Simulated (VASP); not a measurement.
# HgTe (F-43m) in VASP: notebook

Runs on HgTe. Level: PBE. Tasks: single point.

Everything below comes from runs of VASP 6.6.1. Logs are shortened: lines on timing, memory, paths and dates and some standing lists are left out, and cuts for length are marked.

### Step 1. The cell of the first run

It takes space group F-43m (No. 216, cubic). The conventional cell has a = 6.429 Å, b = 6.429 Å, c = 6.429 Å, α = 90.00°, β = 90.00°, γ = 90.00°. Within 3.7 Å of Hg (site symmetry -43m) lie 4 Te at 2.78 Å. Te (site symmetry -43m) has 4 Hg at 2.78 Å within 3.7 Å.

### Step 2. Single point, PBE

The input, INCAR:

```
SYSTEM = HgTe
PREC = Accurate ; ENCUT = 500
EDIFF = 1E-6 ; ISMEAR = -5
SIGMA = 0.1 ; LREAL = .False.
LASPH = .True. ; NELM = 120
ALGO = Normal ; ISIF = 2
LWAVE = .False. ; LCHARG = .False.
GGA = PE ; NBANDS = 16
GGA_COMPAT = .False.
```

The input, KPOINTS:

```
Automatic mesh
0
Gamma
  6 6 6
  0 0 0
```

The input, POSCAR:

```
HgTe
1.0
    0.0000000000      3.2145000000      3.2145000000
    3.2145000000      0.0000000000      3.2145000000
    3.2145000000      3.2145000000      0.0000000000
Hg Te
1 1
Direct
    0.0000000000      0.0000000000      0.0000000000
    0.7500000000      0.7500000000      0.7500000000
```

Potentials or basis: VASP PAW PBE potentials, release 64 (Hg, Te).

Started as:

```console
> cat potpaw_PBE.64/Hg/POTCAR potpaw_PBE.64/Te/POTCAR > POTCAR
> mpirun -np 1 vasp_std > vasp.out
```

OUTCAR:

```text
SYSTEM = HgTe
   PREC = Accurate
   ENCUT = 500
   EDIFF = 1E-6
   ISMEAR = -5
   LREAL = .False.
   LASPH = .True.
   NELM = 120
   ISIF = 2
   GGA = PE

 ion  position               nearest neighbor table
   1  0.000  0.000  0.000-   2 2.78   2 2.78   2 2.78   2 2.78
   2  0.750  0.750  0.750-   1 2.78   1 2.78   1 2.78   1 2.78

  LATTYP: Found a face centered cubic cell.
 ALAT       =     6.4290000000

  Lattice vectors:

 A1 = (   0.0000000000,   3.2145000000,   3.2145000000)
 A2 = (   3.2145000000,   0.0000000000,   3.2145000000)
 A3 = (   3.2145000000,   3.2145000000,   0.0000000000)

Analysis of symmetry for initial positions (statically):
=====================================================================
 Subroutine PRICEL returns:
 Original cell was already a primitive cell.

 Routine SETGRP: Setting up the symmetry group for a
 face centered cubic supercell.

 Subroutine GETGRP returns: Found 24 space group operations
 (whereof 24 operations were pure point group operations)
 out of a pool of 48 trial point group operations.

The static configuration has the point symmetry T_d .

Analysis of symmetry for dynamics (positions and initial velocities):
=====================================================================
 Subroutine PRICEL returns:
 Original cell was already a primitive cell.

 Routine SETGRP: Setting up the symmetry group for a
 face centered cubic supercell.

 Subroutine GETGRP returns: Found 24 space group operations
 (whereof 24 operations were pure point group operations)
 out of a pool of 48 trial point group operations.

The dynamic configuration has the point symmetry T_d .

 Subroutine INISYM returns: Found 24 space group operations
 (whereof 24 operations are pure point group operations),
 and found     1 'primitive' translations

----------------------------------------------------------------------------------------

                                     Primitive cell

  volume of cell :      66.4309

  direct lattice vectors                    reciprocal lattice vectors
     0.000000000  3.214500000  3.214500000    -0.155545186  0.155545186  0.155545186
     3.214500000  0.000000000  3.214500000     0.155545186 -0.155545186  0.155545186
     3.214500000  3.214500000  0.000000000     0.155545186  0.155545186 -0.155545186

  length of vectors
     4.545989496  4.545989496  4.545989496     0.269412165  0.269412165  0.269412165

  position of ions in fractional coordinates (direct lattice)
     0.000000000  0.000000000  0.000000000
     0.750000000  0.750000000  0.750000000

  ion indices of the primitive-cell ions
   primitive index   ion index
                 1           1
                 2           2

----------------------------------------------------------------------------------------

 KPOINTS: Automatic mesh

Automatic generation of k-mesh.
 Grid dimensions read from file:
 generate k-points for:    6    6    6

 Generating k-lattice:

  Cartesian coordinates                     Fractional coordinates (reciprocal lattice)
    -0.025924198  0.025924198  0.025924198     0.166666667  0.000000000  0.000000000
     0.025924198 -0.025924198  0.025924198     0.000000000  0.166666667  0.000000000
     0.025924198  0.025924198 -0.025924198     0.000000000  0.000000000  0.166666667

  Length of vectors
     0.044902027  0.044902027  0.044902027

  Shift w.r.t. Gamma in fractional coordinates (k-lattice)
     0.000000000  0.000000000  0.000000000

 TETIRR: Found     35 inequivalent tetrahedra from     1296

 Subroutine IBZKPT returns following result:
 ===========================================

 Found     16 irreducible k-points:

 Following reciprocal coordinates:
            Coordinates               Weight
  0.000000  0.000000  0.000000      1.000000
  0.166667  0.000000  0.000000      8.000000
  0.333333  0.000000  0.000000      8.000000
  0.500000  0.000000  0.000000      4.000000
  0.166667  0.166667  0.000000      6.000000
  0.333333  0.166667  0.000000     24.000000
[... 8 lines left out ...]
 -0.333333  0.333333  0.166667     24.000000
 -0.333333  0.500000  0.166667     12.000000
   k-points           NKPTS =     16   k-points in BZ     NKDIM =     16   number of bands    NBANDS=     16
   number of dos      NEDOS =    301   number of ions     NIONS =      2
   total plane-waves  NPLWV =  46656
   dimension x,y,z NGX =    36 NGY =   36 NGZ =   36
   dimension x,y,z NGXF=    72 NGYF=   72 NGZF=   72
   ions per type =               1   1
   NGX,Y,Z   is equivalent  to a cutoff of  13.17, 13.17, 13.17 a.u.
   NGXF,Y,Z  is equivalent  to a cutoff of  26.33, 26.33, 26.33 a.u.
 SYSTEM =  HgTe
   PREC   = accura    normal or accurate (medium, high low for compatibility)
   ISTART =      0    job   : 0-new  1-cont  2-samecut
   ICHARG =      2    charge: 1-file 2-atom 10-const
   ISPIN  =      1    spin polarized calculation?
   LNONCOLLINEAR =      F non collinear calculations
   LSORBIT =      F    spin-orbit coupling
   LASPH  =      T    aspherical Exc in radial PAW
   ENCUT  =  500.0 eV  36.75 Ry    6.06 a.u.   8.29  8.29  8.29*2*pi/ulx,y,z
   NELM   =    120;   NELMIN=  2; NELMDL= -5     # of ELM steps
   EDIFF  = 0.1E-05   stopping-criterion for ELM
   LREAL  =      F    real-space projection
   EDIFFG = 0.1E-04   stopping-criterion for IOM
   NSW    =      0    number of steps for IOM
   IBRION =     -1    ionic relax: 0-MD 1-quasi-New 2-CG
   NFREE  =      0    steps in history (QN), initial steepest desc. (CG)
   ISIF   =      2    stress and relaxation
   ISYM   =      2    0-nonsym 1-usesym 2-fastsym
   POTIM  = 0.5000    time-step for ionic-motion
   TEBEG  =    0.0;   TEEND  =   0.0 temperature during run
   PSTRESS=    0.0 pullay stress
   NELECT =      18.0000    total number of electrons
   NUPDOWN=      -1.0000    fix difference up-down
   EMIN   =  10.00;   EMAX   =-10.00  energy-range for DOS
   EFERMI =   0.00;   METHOD = LEGACY
   ISMEAR =    -5;   SIGMA  =   0.10  broadening in eV -4-tet -1-fermi 0-gaus
   EFERMI_NEDOS =   21; number of points for ismear=-14 and -15
   IALGO  =     38    algorithm
   IMIX   =      4    mixing-type and parameters
     AMIX     =   0.40;   BMIX     =  1.00
     AMIX_MAG =   1.60;   BMIX_MAG =  1.00
  volume/ion in A,a.u.               =      33.22       224.15
  Fermi-wavevector in a.u.,A,eV,Ry     =   1.059357  2.001894 15.268958  1.122237
  Thomas-Fermi vector in A             =   2.194699
   LORBIT       =      0    0 simple, 1 ext, 2 COOP (PROOUT), +10 PAW based schemes
   GGA     = PE    functional components
   LHFCALC =     F    Hartree Fock is set to
   AEXX    =    0.0000 exact exchange contribution
   IVDW    =     0    specifies the selected vdW correction
   LEPSILON=     F    determine dielectric tensor
   LRPA    =     F    only Hartree local field effects (RPA)
 non-spin polarized calculation
 Fermi weights with tetrahedron method with Bloechl corrections
  energy-cutoff  :      500.00
  volume of cell :       66.43
 maximum number of plane-waves:      1700
 NGX is ok and might be reduce to    36
   NGX = 17   NGY = 17   NGZ = 17

 number of electron      18.0000000 magnetization

 Free energy of the ion-electron system (eV)
  ---------------------------------------------------
  ext. energy  EPLUGINS =         0.00000000
  ---------------------------------------------------
  free energy    TOTEN  =        -3.54348437 eV

  energy without entropy =       -3.54348437  energy(sigma->0) =       -3.54348437

 E-fermi :   3.2783     XC(G=0):  -8.8157

 val. band max:        3.2776789132   @ k =   0.0000   0.0000   0.0000
 cond. band min:       3.2776789584   @ k =   0.0000   0.0000   0.0000
 fundamental gap:      0.0000000452
 Fermi energy:         3.2782990633

 k-point     1 :       0.0000    0.0000    0.0000
  band No.  band energies     occupation
      1      -8.8281      2.00000
      2      -4.1782      2.00000
      3      -4.1782      2.00000
      4      -4.1782      2.00000
      5      -3.6290      2.00000
      6      -3.6290      2.00000
[... 8 lines left out ...]
     15      12.8508      0.00000
     16      12.8508      0.00000

 k-point     2 :       0.1667    0.0000    0.0000
  band No.  band energies     occupation
      1      -8.6906      2.00000
      2      -4.1408      2.00000
      3      -4.1408      2.00000
      4      -4.1222      2.00000
      5      -3.6321      2.00000
      6      -3.6321      2.00000
[... 8 lines left out ...]
     15      11.8399      0.00000
     16      11.8399      0.00000

 k-point     3 :       0.3333    0.0000    0.0000
  band No.  band energies     occupation
      1      -8.3949      2.00000
      2      -4.0759      2.00000
      3      -4.0759      2.00000
      4      -3.8263      2.00000
      5      -3.6225      2.00000
      6      -3.6225      2.00000
[... 8 lines left out ...]
     15      12.1601      0.00000
     16      12.1601      0.00000

 k-point     4 :       0.5000    0.0000    0.0000
  band No.  band energies     occupation
      1      -8.2359      2.00000
      2      -4.0508      2.00000
      3      -4.0508      2.00000
      4      -3.6072      2.00000
      5      -3.6072      2.00000
      6      -3.3120      2.00000
[... 8 lines left out ...]
     15      13.3432      0.00000
     16      13.3432      0.00000

 k-point     5 :       0.1667    0.1667    0.0000
  band No.  band energies     occupation
      1      -8.6442      2.00000
      2      -4.1567      2.00000
      3      -4.1025      2.00000
      4      -4.1025      2.00000
      5      -3.6538      2.00000
      6      -3.6129      2.00000
[... 8 lines left out ...]
     15      11.7863      0.00000
     16      12.9831      0.00000

 k-point     6 :       0.3333    0.1667    0.0000
  band No.  band energies     occupation
      1      -8.3981      2.00000
      2      -4.0848      2.00000
      3      -4.0268      2.00000
      4      -3.9465      2.00000
      5      -3.6375      2.00000
      6      -3.6000      2.00000
[... 8 lines left out ...]
     15      12.6783      0.00000
     16      12.9920      0.00000

 k-point     7 :       0.5000    0.1667    0.0000
  band No.  band energies     occupation
      1      -8.1869      2.00000
      2      -4.0346      2.00000
      3      -3.9947      2.00000
      4      -3.6860      2.00000
      5      -3.6020      2.00000
      6      -3.3502      2.00000
[... 8 lines left out ...]
     15      12.9623      0.00000
     16      13.4665      0.00000

 k-point     8 :      -0.3333    0.1667    0.0000
  band No.  band energies     occupation
      1      -8.2406      2.00000
      2      -4.0304      2.00000
      3      -4.0244      2.00000
      4      -3.6798      2.00000
      5      -3.6372      2.00000
      6      -3.5140      2.00000
[... 8 lines left out ...]
     15      12.1470      0.00000
     16      13.4307      0.00000

 k-point     9 :      -0.1667    0.1667    0.0000
  band No.  band energies     occupation
      1      -8.4980      2.00000
      2      -4.0973      2.00000
      3      -4.0755      2.00000
      4      -4.0066      2.00000
      5      -3.6514      2.00000
      6      -3.6073      2.00000
[... 8 lines left out ...]
     15      12.2085      0.00000
     16      12.4784      0.00000

 k-point    10 :       0.3333    0.3333    0.0000
  band No.  band energies     occupation
      1      -8.2446      2.00000
      2      -4.0466      2.00000
      3      -3.9270      2.00000
      4      -3.9270      2.00000
      5      -3.5864      2.00000
      6      -3.5805      2.00000
[... 8 lines left out ...]
     15      13.3259      0.00000
     16      14.9677      0.00000

 k-point    11 :       0.5000    0.3333    0.0000
  band No.  band energies     occupation
      1      -8.0830      2.00000
      2      -3.9943      2.00000
      3      -3.8793      2.00000
      4      -3.8154      2.00000
      5      -3.5829      2.00000
      6      -3.2808      2.00000
[... 8 lines left out ...]
     15      13.7033      0.00000
     16      14.6912      0.00000

 k-point    12 :      -0.3333    0.3333    0.0000
  band No.  band energies     occupation
      1      -8.0825      2.00000
      2      -3.9939      2.00000
      3      -3.9244      2.00000
      4      -3.6919      2.00000
      5      -3.6210      2.00000
      6      -3.1756      2.00000
[... 8 lines left out ...]
     15      12.3386      0.00000
     16      15.1050      0.00000

 k-point    13 :       0.5000    0.5000    0.0000
  band No.  band energies     occupation
      1      -8.0278      2.00000
      2      -4.0031      2.00000
      3      -3.8234      2.00000
      4      -3.8234      2.00000
      5      -3.5642      2.00000
      6      -3.1553      2.00000
[... 8 lines left out ...]
     15      13.5643      0.00000
     16      14.7685      0.00000

 k-point    14 :       0.5000    0.3333    0.1667
  band No.  band energies     occupation
      1      -8.1903      2.00000
      2      -4.0042      2.00000
      3      -3.9735      2.00000
      4      -3.7923      2.00000
      5      -3.6046      2.00000
      6      -3.4817      2.00000
[... 8 lines left out ...]
     15      13.5642      0.00000
     16      14.3905      0.00000

 k-point    15 :      -0.3333    0.3333    0.1667
  band No.  band energies     occupation
      1      -8.0825      2.00000
      2      -3.9787      2.00000
      3      -3.9398      2.00000
      4      -3.6813      2.00000
      5      -3.6410      2.00000
      6      -3.1497      2.00000
[... 8 lines left out ...]
     15      13.6619      0.00000
     16      14.3289      0.00000

 k-point    16 :      -0.3333    0.5000    0.1667
  band No.  band energies     occupation
      1      -8.0289      2.00000
      2      -3.9604      2.00000
      3      -3.8817      2.00000
      4      -3.7553      2.00000
      5      -3.6119      2.00000
      6      -3.0229      2.00000
[... 8 lines left out ...]
     15      14.1908      0.00000
     16      14.4845      0.00000

------------------------ aborting loop because EDIFF is reached ----------------------------------------

  FORCE on cell =-STRESS in cart. coord.  units (eV):
  Direction    XX          YY          ZZ          XY          YZ          ZX
  --------------------------------------------------------------------------------------
  -------------------------------------------------------------------------------------
  Total        1.9411386      1.9411386      1.9411386      0.0000000      0.0000000     -0.0000000
  in kB       46.8162742     46.8162742     46.8162742      0.0000000      0.0000000     -0.0000000
  external PRESSURE =      46.8162742 kB  Pullay stress =       0.0000000 kB

 VOLUME and BASIS-vectors are now :
 -----------------------------------------------------------------------------
  energy-cutoff  :      500.00
  volume of cell :       66.43
      direct lattice vectors                 reciprocal lattice vectors
     0.000000000  3.214500000  3.214500000    -0.155545186  0.155545186  0.155545186
     3.214500000  0.000000000  3.214500000     0.155545186 -0.155545186  0.155545186
     3.214500000  3.214500000  0.000000000     0.155545186  0.155545186 -0.155545186

 POSITION                                       TOTAL-FORCE (eV/Angst)
 -----------------------------------------------------------------------------------
      0.00000      0.00000      0.00000        -0.000000     -0.000000     -0.000000
      4.82175      4.82175      4.82175         0.000000      0.000000      0.000000
 -----------------------------------------------------------------------------------
    total drift:                               -0.000000     -0.000000      0.000000

  FREE ENERGIE OF THE ION-ELECTRON SYSTEM (eV)
  ---------------------------------------------------
  free  energy   TOTEN  =        -3.5434843712 eV

  energy  without entropy=       -3.5434843712  energy(sigma->0) =       -3.54348437
```

It took 24 s on 1 thread of AMD EPYC 7R43 (Zen 3), shared host; peak memory 0.17 GiB.

Results:

```
Free energy            : -3.5435 eV
Pressure               : 4.7 GPa
Band gap on the k mesh : zero (filled and empty bands touch)
```

Caveat: the cell stands under pressure; semilocal functionals underestimate gaps, so a narrow gap can read as zero; spin-orbit coupling is left out, which moves the levels of the heavy elements; tetrahedron occupations give inexact forces and stress in metals.

(Continued in part 2 of 2.)
